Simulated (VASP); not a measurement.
Here is a VASP 6.6.1 calculation.

File INCAR:

```
SYSTEM = AlN
ALGO = Normal
EDIFF = 1E-6
ENCUT = 520
GGA = PE
ISIF = 2
ISMEAR = 0
ISPIN = 2
LASPH = .True.
LCHARG = .False.
LORBIT = 11
LREAL = .False.
LWAVE = .False.
MAGMOM = 0 0 1 1
NBANDS = 20
NELM = 150
PREC = Accurate
SIGMA = 0.1
```

File KPOINTS:

```
k-points
0
Gamma
  6 6 6
  0 0 0
```

File POSCAR:

```
AlN
1.0
   -2.2571880000      2.2891146200      2.5075531100
    2.2571880000     -2.2891146200      2.5075531100
    2.2571880000      2.2891146200     -2.5075531100
Al N
2 2
Direct
    0.6065581900      0.3565581900      0.2500000000
    0.3934418100      0.6434418100      0.7500000000
    0.1403873200      0.8903873200      0.2500000000
    0.8596126800      0.1096126800      0.7500000000
```

Potentials or basis: VASP PAW PBE potentials, release 64 (Al, N).

Launch:

```console
$ cat potpaw_PBE.64/Al/POTCAR potpaw_PBE.64/N/POTCAR > POTCAR
$ mpirun -np 1 vasp_std > vasp.out
```

Task: Estimate the band gap on the k mesh.

Result: Zero (filled and empty bands overlap).

Task: What does it give for the net moment?

Result: 0.00 μB per cell.

Task: What does it give for the largest force?

Result: 0.766 eV/Å.

Forces in eV/Å, atoms in the order of the input:
```
Al   0.000  0.000  0.024
Al   0.000  0.000 -0.024
N    0.000  0.000  0.766
N    0.000  0.000 -0.766
```

Caveat: the cell stands under tension.
